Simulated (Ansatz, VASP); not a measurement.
# Two plane-wave programs on BN

INCAR

```
SYSTEM = BN
PREC = Accurate
ENCUT = 520
EDIFF = 1E-7
ISMEAR = 0
SIGMA = 0.05
LREAL = .False.
LASPH = .True.
NELM = 80
ALGO = Normal
ISIF = 2
LWAVE = .False.
LCHARG = .True.
LELF = .True.
LVHAR = .True.
NBANDS = 36
```

The input KPOINTS:

```
Automatic mesh
0
Gamma
  10 10 2
  0 0 0
```

POSCAR

```
BN
1.0
   -2.5539396017      0.0000000000      0.0000000000
    1.2769698009     -2.2117765748      0.0000000000
    0.0000000000      0.0000000000     12.3805650000
B N
6 6
Direct
    0.3333333333      0.6666666667      0.2345913547
    0.3333333333      0.6666666667      0.5760018638
    0.3333333333      0.6666666667      0.9174123729
    0.6666666667      0.3333333333      0.0638861001
    0.6666666667      0.3333333333      0.4052966092
    0.6666666667      0.3333333333      0.7467071184
    0.3333333333      0.6666666667      0.1067508724
    0.3333333333      0.6666666667      0.4481613815
    0.3333333333      0.6666666667      0.7895718906
    0.6666666667      0.3333333333      0.9602771452
    0.6666666667      0.3333333333      0.2774561269
    0.6666666667      0.3333333333      0.6188666361
```

Input for Ansatz:

```yaml
crystal:
  lattice:
    - [-2.5539396017, 0.0, 0.0]
    - [1.2769698009, -2.2117765748, 0.0]
    - [0.0, 0.0, 12.380565]
  atoms:
    - { symbol: B, position: [0.3333333333, 0.6666666667, 0.2345913547] }
    - { symbol: B, position: [0.3333333333, 0.6666666667, 0.5760018638] }
    - { symbol: B, position: [0.3333333333, 0.6666666667, 0.9174123729] }
    - { symbol: B, position: [0.6666666667, 0.3333333333, 0.0638861001] }
    - { symbol: B, position: [0.6666666667, 0.3333333333, 0.4052966092] }
    - { symbol: B, position: [0.6666666667, 0.3333333333, 0.7467071184] }
    - { symbol: "N", position: [0.3333333333, 0.6666666667, 0.1067508724] }
    - { symbol: "N", position: [0.3333333333, 0.6666666667, 0.4481613815] }
    - { symbol: "N", position: [0.3333333333, 0.6666666667, 0.7895718906] }
    - { symbol: "N", position: [0.6666666667, 0.3333333333, 0.9602771452] }
    - { symbol: "N", position: [0.6666666667, 0.3333333333, 0.2774561269] }
    - { symbol: "N", position: [0.6666666667, 0.3333333333, 0.6188666361] }
basis:
  ecutwfc: 420
kpoints:
  mp_grid: { grid: [10, 10, 2] }
hamiltonian:
  xc: lda
scf:
  occupations: { method: gaussian, width: 0.05 }
output:
  forces: true
  stress: true
  eigenvalues: true
  write_density: true
  write_potential: true
  elf: true
  volumetric_format: npy
```

Alike in both runs: task single point; functional LDA; k mesh 10 × 10 × 2; occupations gaussian, width 0.05 eV; no spin polarisation.

|  | VASP | Ansatz |
| --- | --- | --- |
| version | VASP 6.6.1 | Ansatz 0.2.0 |
| potentials or method | VASP PAW LDA potentials, release 64 (B, N), cutoff 520 eV | scalar-relativistic, plane waves, PAW |
| valence electrons in the cell | 48 | 48 |

Ansatz gave:

```
gap on the k mesh at the Fermi level (eV)                     : 4.69
least direct gap on the mesh (eV)                             : 7.24
pressure (GPa)                                                : 1.8
traceless stress, the component that is largest in VASP (GPa) : 27.87
rms of the force components (eV/Å)                            : 2.781
```

Problem. What did VASP give for the same quantities?

Solution. gap on the k mesh at the Fermi level (eV): 4.66; least direct gap on the mesh (eV): 7.23; pressure (GPa): 2.6; traceless stress, the component that is largest in VASP (GPa): 27.91; rms of the force components (eV/Å): 2.781.

LDA's correlation is that of Perdew and Zunger in VASP and of Perdew and Wang (1992) in Ansatz. Atom by atom the forces differ by 0.006 eV/Å (rms over components).
